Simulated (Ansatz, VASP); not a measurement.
**One calculation of InAs, two programs**

Contents of INCAR:

```
  PREC = Accurate
  ENCUT = 520
  EDIFF = 1E-6
  ISMEAR = -1
  SIGMA = 0.05
  LREAL = False
  LASPH = True
  NELM = 60
  ALGO = Normal
  ISIF = 2
  LWAVE = False
  LCHARG = True
  GGA = PS
  LELF = True
  LVHAR = True
  NBANDS = 16
```

KPOINTS

```
regular mesh
0
Gamma
  8 8 8
```

POSCAR

```
InAs
1.0
    0.0000000000      2.8384167465      2.8384167465
    2.8384167465      0.0000000000      2.8384167465
    2.8384167465      2.8384167465      0.0000000000
In As
1 1
Direct
    0.5000000000      0.5000000000      0.5000000000
    0.0000000000      0.0000000000      0.0000000000
```

File input.yaml:

```yaml
crystal:
  lattice:
    - [0.0, 2.8384167465, 2.8384167465]
    - [2.8384167465, 0.0, 2.8384167465]
    - [2.8384167465, 2.8384167465, 0.0]
  atoms:
    - { symbol: In, position: [0.5, 0.5, 0.5] }
    - { symbol: As, position: [0.0, 0.0, 0.0] }
hamiltonian:
  xc: pbesol
  pseudopotentials: { kind: paw }
kpoints:
  mp_grid: { grid: [8, 8, 8] }
scf:
  occupations: { method: fermi_dirac, width: 0.05 }
output:
  forces: true
  stress: true
  eigenvalues: true
```

Alike in both runs: task single point; functional PBEsol; k mesh 8 × 8 × 8; occupations fermi-dirac, width 0.05 eV; no spin polarisation.

|  | VASP | Ansatz |
| --- | --- | --- |
| version | VASP 6.6.1 | Ansatz 0.2.0 |
| potentials or method | VASP PAW PBE potentials, release 64 (In_d, As) | Ansatz PAW |
| plane-wave cutoff (eV) | 520 | 420 |
| valence electrons in the cell | 18 | 28 |

Ansatz gave:

| Quantity | Value |
| --- | --- |
| gap on the k mesh at the Fermi level (eV) | none |
| pressure (GPa) | -0.8 |

Problem. Which values does VASP return?

Solution. gap on the k mesh at the Fermi level (eV): none; pressure (GPa): -0.7.

VASP's potentials were made for PBE, not for PBEsol. A gap of «none» marks a metal or a gap that the smearing closes. The functional is the same, so the differences come from potentials, cutoffs and numerics. VASP's potentials hold 18 valence electrons a cell and Ansatz's 28, so a difference there can come from the potentials and not from the codes.
